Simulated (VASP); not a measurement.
Input of a VASP 6.6.1 run:

INCAR

```
ALGO = Normal
EDIFF = 1E-7
ENCUT = 520
ISIF = 2
ISMEAR = -1
LASPH = True
LCHARG = False
LREAL = False
LWAVE = False
NBANDS = 14
NELM = 60
PREC = Accurate
SIGMA = 0.05
```

KPOINTS

```
k-points
0
Gamma
  9 9 9
```

Contents of POSCAR:

```
MgTl
1.0
    3.6470765007      0.0000000000      0.0000000000
    0.0000000000      3.6470765007      0.0000000000
    0.0000000000      0.0000000000      3.6470765007
Mg Tl
1 1
Direct
    0.0000000000      0.0000000000      0.0000000000
    0.5000000000      0.5000000000      0.5000000000
```

Potentials or basis: VASP PAW LDA potentials, release 64 (Mg, Tl_d).

Launch:

```console
$ cat potpaw_LDA.64/Mg/POTCAR potpaw_LDA.64/Tl_d/POTCAR > POTCAR
$ mpirun -np 1 vasp_std > vasp.out
```

(1) Predict the band gap on the k mesh.

(2) Predict the pressure.

Answers

(1) zero (an odd number of electrons rules out a gap without spin polarisation).

(2) -3.0 GPa.

Caveat: the cell stands under tension; spin-orbit coupling is left out, which moves the levels of the heavy elements.
